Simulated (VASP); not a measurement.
# Be2CdS2 (P-3m1) in VASP: relaxation of cell and atoms with PBE

Aim: the relaxation of cell and atoms of Be2CdS2 with PBE.

Everything below comes from runs of VASP 6.6.1. Logs are shortened: lines on timing, memory, paths and dates and some standing lists are left out, and cuts for length are marked.

## Step 1: The cell of the first run

The structure is trigonal, space group P-3m1 (No. 164). Conventional cell: a = 3.435 Å, b = 3.435 Å, c = 10.274 Å, α = 90.00°, β = 90.00°, γ = 120.00°. Within 2.8 Å of Be (site symmetry 3m) lie 4 S at 2.08 to 2.20 Å and 3 Be at 2.54 Å. Within 4.5 Å of Cd (site symmetry -3m) lie 6 Cd at 3.44 Å and 6 S at 4.22 Å. S (site symmetry 3m) has 4 Be at 2.08 to 2.20 Å within 2.8 Å.

The cell was built from a structure type or drawn by symmetry, and may not be a known phase.

## Step 2: Relaxation of cell and atoms, PBE

INCAR

```
SYSTEM = Be2CdS2
PREC = Accurate
ENCUT = 600
EDIFF = 1E-6
ISMEAR = 0
SIGMA = 0.1
LREAL = .FALSE.
LASPH = .TRUE.
NELM = 100
ALGO = Normal
ISIF = 3
LWAVE = .FALSE.
LCHARG = .FALSE.
GGA = PE
IBRION = 2
NSW = 100
EDIFFG = -0.01
```

KPOINTS

```
regular mesh
0
G
  12 12 4
  0 0 0
```

POSCAR

```
Be2CdS2
1.0
    3.4351152026      0.0000000000      0.0000000000
   -1.7175576013      2.9748970304      0.0000000000
    0.0000000000      0.0000000000     10.2741060854
Be Cd S
2 1 2
Direct
    0.3333333333      0.6666666667      0.4229272764
    0.6666666667      0.3333333333      0.5770727236
    0.0000000000      0.0000000000      0.0000000000
    0.3333333333      0.6666666667      0.6372799821
    0.6666666667      0.3333333333      0.3627200179
```

Potentials or basis: VASP PAW PBE potentials, release 64 (Be, Cd, S).

Started as:

```console
$ cat potpaw_PBE.64/Be/POTCAR potpaw_PBE.64/Cd/POTCAR potpaw_PBE.64/S/POTCAR > POTCAR
$ mpirun -np 1 vasp_std > vasp.out
```

OUTCAR:

```text
SYSTEM = Be2CdS2
   PREC = Accurate
   ENCUT = 600
   EDIFF = 1E-6
   ISMEAR = 0
   LREAL = .FALSE.
   LASPH = .TRUE.
   NELM = 100
   ISIF = 3
   GGA = PE
   IBRION = 2
   NSW = 100
   EDIFFG = -0.01

 ion  position               nearest neighbor table
   1  0.333  0.667  0.423-   5 2.08   5 2.08   5 2.08   4 2.20
   2  0.667  0.333  0.577-   4 2.08   4 2.08   4 2.08   5 2.20
   3  0.000  0.000  0.000-
   4  0.333  0.667  0.637-   2 2.08   2 2.08   2 2.08   1 2.20
   5  0.667  0.333  0.363-   1 2.08   1 2.08   1 2.08   2 2.20

  LATTYP: Found a hexagonal cell.
 ALAT       =     3.4351152026
 C/A-ratio  =     2.9909058298

  Lattice vectors:

 A1 = (   3.4351152026,   0.0000000000,   0.0000000000)
 A2 = (  -1.7175576013,   2.9748970304,   0.0000000000)
 A3 = (   0.0000000000,   0.0000000000,  10.2741060854)

Analysis of symmetry for initial positions (statically):
=====================================================================
 Subroutine PRICEL returns:
 Original cell was already a primitive cell.

 Routine SETGRP: Setting up the symmetry group for a
 hexagonal supercell.

 Subroutine GETGRP returns: Found 12 space group operations
 (whereof 12 operations were pure point group operations)
 out of a pool of 24 trial point group operations.

The static configuration has the point symmetry D_3d.

Analysis of symmetry for dynamics (positions and initial velocities):
=====================================================================
 Subroutine PRICEL returns:
 Original cell was already a primitive cell.

 Routine SETGRP: Setting up the symmetry group for a
 hexagonal supercell.

 Subroutine GETGRP returns: Found 12 space group operations
 (whereof 12 operations were pure point group operations)
 out of a pool of 24 trial point group operations.

The dynamic configuration has the point symmetry D_3d.

 Subroutine INISYM returns: Found 12 space group operations
 (whereof 12 operations are pure point group operations),
 and found     1 'primitive' translations

----------------------------------------------------------------------------------------

                                     Primitive cell

  volume of cell :     104.9923

  direct lattice vectors                    reciprocal lattice vectors
     3.435115203  0.000000000  0.000000000     0.291111052  0.168073044  0.000000000
    -1.717557601  2.974897030  0.000000000     0.000000000  0.336146088  0.000000000
     0.000000000  0.000000000 10.274106085     0.000000000  0.000000000  0.097332069

  length of vectors
     3.435115203  3.435115203 10.274106085     0.336146088  0.336146088  0.097332069

  position of ions in fractional coordinates (direct lattice)
     0.333333333  0.666666667  0.422927276
     0.666666667  0.333333333  0.577072724
     0.000000000  0.000000000  0.000000000
     0.333333333  0.666666667  0.637279982
     0.666666667  0.333333333  0.362720018

  ion indices of the primitive-cell ions
   primitive index   ion index
                 1           1
                 2           2
                 3           3
                 4           4
                 5           5

----------------------------------------------------------------------------------------

 KPOINTS: regular mesh

Automatic generation of k-mesh.
 Grid dimensions read from file:
 generate k-points for:   12   12    4

 Generating k-lattice:

  Cartesian coordinates                     Fractional coordinates (reciprocal lattice)
     0.024259254  0.014006087  0.000000000     0.083333333  0.000000000  0.000000000
     0.000000000  0.028012174  0.000000000     0.000000000  0.083333333  0.000000000
     0.000000000  0.000000000  0.024333017     0.000000000  0.000000000  0.250000000

  Length of vectors
     0.028012174  0.028012174  0.024333017

  Shift w.r.t. Gamma in fractional coordinates (k-lattice)
     0.000000000  0.000000000  0.000000000

 Subroutine IBZKPT returns following result:
 ===========================================

 Found     69 irreducible k-points:

 Following reciprocal coordinates:
            Coordinates               Weight
  0.000000  0.000000  0.000000      1.000000
  0.083333  0.000000  0.000000      6.000000
  0.166667  0.000000  0.000000      6.000000
  0.250000  0.000000  0.000000      6.000000
  0.333333  0.000000  0.000000      6.000000
  0.416667  0.000000  0.000000      6.000000
[... 16 lines left out ...]
  0.166667  0.000000  0.250000      6.000000
  0.000000  0.166667  0.250000      6.000000
 [... further k-points ...]
   k-points           NKPTS =     69   k-points in BZ     NKDIM =     69   number of bands    NBANDS=     18
   number of dos      NEDOS =    301   number of ions     NIONS =      5
   total plane-waves  NPLWV =  65856
   dimension x,y,z NGX =    28 NGY =   28 NGZ =   84
   dimension x,y,z NGXF=    56 NGYF=   56 NGZF=  168
   ions per type =               2   1   2
   NGX,Y,Z   is equivalent  to a cutoff of  13.55, 13.55, 13.59 a.u.
   NGXF,Y,Z  is equivalent  to a cutoff of  27.10, 27.10, 27.18 a.u.
 SYSTEM =  Be2CdS2
   PREC   = accura    normal or accurate (medium, high low for compatibility)
   ISTART =      0    job   : 0-new  1-cont  2-samecut
   ICHARG =      2    charge: 1-file 2-atom 10-const
   ISPIN  =      1    spin polarized calculation?
   LNONCOLLINEAR =      F non collinear calculations
   LSORBIT =      F    spin-orbit coupling
   LASPH  =      T    aspherical Exc in radial PAW
   ENCUT  =  600.0 eV  44.10 Ry    6.64 a.u.   6.86  6.86 20.52*2*pi/ulx,y,z
   NELM   =    100;   NELMIN=  2; NELMDL= -5     # of ELM steps
   EDIFF  = 0.1E-05   stopping-criterion for ELM
   LREAL  =      F    real-space projection
   EDIFFG = -.1E-01   stopping-criterion for IOM
   NSW    =    100    number of steps for IOM
   IBRION =      2    ionic relax: 0-MD 1-quasi-New 2-CG
   NFREE  =      1    steps in history (QN), initial steepest desc. (CG)
   ISIF   =      3    stress and relaxation
   ISYM   =      2    0-nonsym 1-usesym 2-fastsym
   POTIM  = 0.5000    time-step for ionic-motion
   TEBEG  =    0.0;   TEEND  =   0.0 temperature during run
   PSTRESS=    0.0 pullay stress
   NELECT =      28.0000    total number of electrons
   NUPDOWN=      -1.0000    fix difference up-down
   EMIN   =  10.00;   EMAX   =-10.00  energy-range for DOS
   EFERMI =   0.00;   METHOD = LEGACY
   ISMEAR =     0;   SIGMA  =   0.10  broadening in eV -4-tet -1-fermi 0-gaus
   EFERMI_NEDOS =   21; number of points for ismear=-14 and -15
   IALGO  =     38    algorithm
   IMIX   =      4    mixing-type and parameters
     AMIX     =   0.40;   BMIX     =  1.00
     AMIX_MAG =   1.60;   BMIX_MAG =  1.00
  volume/ion in A,a.u.               =      21.00       141.70
  Fermi-wavevector in a.u.,A,eV,Ry     =   1.053760  1.991318 15.108050  1.110410
  Thomas-Fermi vector in A             =   2.188894
   LORBIT       =      0    0 simple, 1 ext, 2 COOP (PROOUT), +10 PAW based schemes
   GGA     = PE    functional components
   LHFCALC =     F    Hartree Fock is set to
   AEXX    =    0.0000 exact exchange contribution
   IVDW    =     0    specifies the selected vdW correction
   LEPSILON=     F    determine dielectric tensor
   LRPA    =     F    only Hartree local field effects (RPA)
 conjugate gradient relaxation of ions
 non-spin polarized calculation
 Gauss-broadening in eV      SIGMA  =   0.10
  energy-cutoff  :      600.00
  volume of cell :      104.99
 maximum number of plane-waves:      3528
   NGX = 13   NGY = 13   NGZ = 41

--------------------------------------- Ionic step        1  -------------------------------------------

 number of electron      28.0000004 magnetization

 Free energy of the ion-electron system (eV)
  ---------------------------------------------------
  ext. energy  EPLUGINS =         0.00000000
  ---------------------------------------------------
  free energy    TOTEN  =       -19.95571197 eV

  energy without entropy =      -19.95478980  energy(sigma->0) =      -19.95525088

------------------------ aborting loop because EDIFF is reached ----------------------------------------

  FORCE on cell =-STRESS in cart. coord.  units (eV):
  Direction    XX          YY          ZZ          XY          YZ          ZX
  --------------------------------------------------------------------------------------
  -------------------------------------------------------------------------------------
  Total        0.3914860      0.3914860      0.0226336     -0.0000000      0.0000000      0.0000000
  in kB        5.9740598      5.9740598      0.3453871     -0.0000000      0.0000000      0.0000000
  external PRESSURE =       4.0978355 kB  Pullay stress =       0.0000000 kB

 VOLUME and BASIS-vectors are now :
 -----------------------------------------------------------------------------
  energy-cutoff  :      600.00
  volume of cell :      104.99
      direct lattice vectors                 reciprocal lattice vectors
     3.435115203  0.000000000  0.000000000     0.291111052  0.168073044  0.000000000
    -1.717557601  2.974897030  0.000000000     0.000000000  0.336146088  0.000000000
     0.000000000  0.000000000 10.274106085     0.000000000  0.000000000  0.097332069
[... 118 lines left out ...]
 POSITION                                       TOTAL-FORCE (eV/Angst)
 -----------------------------------------------------------------------------------
     -0.00000      1.99037      4.34728         0.000000      0.000000      0.006882
      1.72372      0.99519      5.92896        -0.000000     -0.000000     -0.006882
      0.00000      0.00000      0.00000         0.000000     -0.000000      0.000000
     -0.00000      1.99037      6.55008        -0.000000     -0.000000     -0.029654
      1.72372      0.99519      3.72615         0.000000      0.000000      0.029654
 -----------------------------------------------------------------------------------
    total drift:                                0.000000     -0.000000     -0.000000

  FREE ENERGIE OF THE ION-ELECTRON SYSTEM (eV)
  ---------------------------------------------------
  free  energy   TOTEN  =       -19.9571937894 eV

  energy  without entropy=      -19.9562150465  energy(sigma->0) =      -19.95670442

--------------------------------------- Ionic step        5  -------------------------------------------

 number of electron      28.0000002 magnetization

 Free energy of the ion-electron system (eV)
  ---------------------------------------------------
  ext. energy  EPLUGINS =         0.00000000
  ---------------------------------------------------
  free energy    TOTEN  =       -19.95731740 eV

  energy without entropy =      -19.95632882  energy(sigma->0) =      -19.95682311

 E-fermi :   3.4553     XC(G=0):  -8.5231

 val. band max:        3.4217370798   @ k =   0.5000   0.0000   0.2500
 cond. band min:       3.4841185755   @ k =   0.5000   0.0000   0.0000
 fundamental gap:      0.0623814957
 Fermi energy:         3.4553217394

 k-point     1 :       0.0000    0.0000    0.0000
  band No.  band energies     occupation
      1     -12.9407      2.00000
      2     -11.7048      2.00000
      3      -5.1417      2.00000
      4      -4.9471      2.00000
      5      -4.9471      2.00000
      6      -4.7596      2.00000
[... 10 lines left out ...]
     17       6.3738      0.00000
     18       6.3752      0.00000
[... 463 lines left out ...]
 k-point    24 :       0.0000    0.1667    0.2500
  band No.  band energies     occupation
      1     -12.6825      2.00000
      2     -11.5219      2.00000
      3      -5.0819      2.00000
      4      -4.9586      2.00000
      5      -4.8514      2.00000
      6      -4.8319      2.00000
[... 10 lines left out ...]
     17       6.4863      0.00000
     18       7.5431      0.00000

 [... further k-points ...]
[... 5 lines left out ...]
  --------------------------------------------------------------------------------------
  -------------------------------------------------------------------------------------
  Total        0.0125380      0.0125380     -0.0221611      0.0000000      0.0000000      0.0000000
  in kB        0.1899824      0.1899824     -0.3357966      0.0000000      0.0000000      0.0000000
  external PRESSURE =       0.0147228 kB  Pullay stress =       0.0000000 kB

 VOLUME and BASIS-vectors are now :
 -----------------------------------------------------------------------------
  energy-cutoff  :      600.00
  volume of cell :      105.74
      direct lattice vectors                 reciprocal lattice vectors
     3.448640863  0.000000000  0.000000000     0.289969307  0.167413857 -0.000000000
    -1.724320431  2.986610596  0.000000000    -0.000000000  0.334827715 -0.000000000
    -0.000000000  0.000000000 10.265954359     0.000000000  0.000000000  0.097409356

 POSITION                                       TOTAL-FORCE (eV/Angst)
 -----------------------------------------------------------------------------------
     -0.00000      1.99107      4.34333         0.000000      0.000000      0.001435
      1.72432      0.99554      5.92263         0.000000     -0.000000     -0.001435
      0.00000      0.00000      0.00000         0.000000      0.000000      0.000000
     -0.00000      1.99107      6.54219        -0.000000     -0.000000     -0.002492
      1.72432      0.99554      3.72376         0.000000      0.000000      0.002492
 -----------------------------------------------------------------------------------
    total drift:                               -0.000000      0.000000     -0.000000

  FREE ENERGIE OF THE ION-ELECTRON SYSTEM (eV)
  ---------------------------------------------------
  free  energy   TOTEN  =       -19.9573173962 eV

  energy  without entropy=      -19.9563288170  energy(sigma->0) =      -19.95682311

 reached required accuracy - stopping structural energy minimisation
```

Run time: 8.9 min. Hardware: 1 thread of Intel Xeon 8259CL, shared host; peak memory 0.34 GiB.

Results:

- Free energy: -19.9573 eV
- Relaxed volume: 21.15 Å³/atom
- Relaxed cell: a = 3.449 Å, b = 3.449 Å, c = 10.266 Å, α = 90.00°, β = 90.00°, γ = 120.00°
- Space group after relaxing (to 0.1 Å): P-3m1 (No. 164)
- Energy gained by relaxing: 0.3 meV/atom
- Ionic steps: 5
- Pressure after relaxing: 0.0 GPa
- Band gap on the k mesh: zero (bands 14 and 15 overlap by 0.30 eV)

Forces in eV/Å, atoms in the order of the input:
```
Be   0.000  0.000  0.001
Be   0.000  0.000 -0.001
Cd   0.000  0.000  0.000
S    0.000  0.000 -0.002
S    0.000  0.000  0.002
```

Step by step:
| step | energy change (eV) | largest force (eV/Å) | pressure (GPa) | volume (Å³) |
| --- | --- | --- | --- | --- |
| 1 | 0.0000 | 0.0272 | 0.41 | 104.99 |
| 2 | -0.0015 | 0.0327 | -0.06 | 105.81 |
| 3 | -0.0015 | 0.0308 | -0.05 | 105.78 |
| 4 | -0.0015 | 0.0297 | -0.04 | 105.77 |
| 5 | -0.0016 | 0.0025 | 0.00 | 105.74 |

Final structure:
```
CELL_PARAMETERS angstrom
3.44864 0.00000 0.00000
-1.72432 2.98661 0.00000
0.00000 0.00000 10.26595
ATOMIC_POSITIONS crystal
Be 0.33333 0.66667 0.42308
Be 0.66667 0.33333 0.57692
Cd 0.00000 0.00000 0.00000
S 0.33333 0.66667 0.63727
S 0.66667 0.33333 0.36273
```

Levels at points of the mesh, in eV from the Fermi level:
| k point | band 11 | band 12 | band 13 | band 14 | band 15 | band 16 | band 17 | band 18 |
| --- | --- | --- | --- | --- | --- | --- | --- | --- |
| (0.00, 0.00, 0.00) | -4.17 | -4.04 | -3.02 | -3.02 | 0.99 | 2.72 | 2.92 | 2.92 |
| (0.50, 0.00, 0.00) | -5.55 | -4.23 | -4.19 | -0.65 | 0.03 | 0.76 | 2.72 | 2.76 |
| (0.00, 0.00, 0.50) | -4.17 | -3.48 | -3.02 | -3.02 | 0.34 | 2.69 | 2.92 | 2.93 |
| (0.50, 0.00, 0.50) | -5.53 | -4.24 | -4.19 | -0.71 | -0.10 | 0.86 | 2.74 | 2.76 |

Caveat: semilocal functionals underestimate gaps, so a narrow gap can read as zero.
